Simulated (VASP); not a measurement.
A run of VASP 6.6.1 is set up as follows.

The input INCAR:

```
SYSTEM = Ir
PREC     = Accurate       ! precision mode
ENCUT    = 520            ! plane-wave cutoff, eV
EDIFF    = 1E-6           ! SCF threshold, eV
ISMEAR   = 0              ! smearing method
SIGMA    = 0.15           ! smearing width, eV
LREAL    = .False.        ! projectors in reciprocal space
LASPH    = .True.         ! aspherical terms in the spheres
NELM     = 60             ! most SCF steps
ALGO     = Normal         ! electronic algorithm
ISIF     = 2              ! what is computed and relaxed
LWAVE    = .False.        ! write WAVECAR
LCHARG   = .False.        ! write CHGCAR
GGA      = PE             ! functional
NBANDS   = 10             ! bands
```

Contents of KPOINTS:

```
Automatic mesh
0
Gamma
  22 22 22
  0 0 0
```

File POSCAR:

```
Ir
1.0
    0.0000000000      2.0264696224      1.7364818194
    2.0264696224      0.0000000000      1.7364818194
    2.0264696224      2.0264696224      0.0000000000
Ir
1
Direct
    0.0000000000      0.0000000000      0.0000000000
```

Potentials or basis: VASP PAW PBE potentials, release 64 (Ir).

Command:

```console
$ cat potpaw_PBE.64/Ir/POTCAR > POTCAR
$ mpirun -np 1 vasp_std > vasp.out
```

Problem. Estimate the pressure.

Solution. 11.1 GPa.

Problem. Predict the band gap on the k mesh.

Solution. Zero (an odd number of electrons rules out a gap without spin polarisation).

Stress tensor (GPa, compression positive):
```
-3.80  0.00  0.00
 0.00 -3.80  0.00
 0.00  0.00 40.98
```

Caveat: the cell stands under pressure; spin-orbit coupling is left out, which moves the levels of the heavy elements.
